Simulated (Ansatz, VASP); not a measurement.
SiB5: VASP beside Ansatz

```
Si B
1.0
     2.97495    0.00000    0.00000
     0.00000    3.89688    0.00000
     0.00000    0.00000    5.04826
Si B
1 5
Direct
  0.00000 0.50000 0.00000
  0.50000 0.00000 0.16315
  0.50000 0.00000 0.50000
  0.50000 0.00000 0.83685
  0.00000 0.00000 0.67249
  0.00000 0.00000 0.32751
```

Alike in both runs: functional PBE; k mesh 5 × 5 × 3; occupations gaussian, width 0.2 eV; no spin polarisation.

Ansatz relaxed the structure, and its values are those at the end. VASP's run is a single point on that final structure, the one shown.

```csv
,VASP,Ansatz
version,VASP 6.6.1,Ansatz 0.2.0
potentials or method,"VASP PAW PBE potentials, release 64 (Si, B), cutoff 500 eV","scalar-relativistic, plane waves, PAW"
valence electrons in the cell,19,19
```

|  | VASP | Ansatz | Ansatz less VASP |
| --- | --- | --- | --- |
| gap on the k mesh at the Fermi level (eV) | none | none | - |
| pressure (GPa) | 0.1 | 0.1 | 0.00 |
| rms of the force components (eV/Å) | 0.008 | 0.008 | +0.0001 |

A gap of «none» marks a metal or a gap that the smearing closes. With one functional, cell and mesh, what is left measures potentials, basis and numerics.

The k mesh is coarse, so the values compare programs but aren't converged.
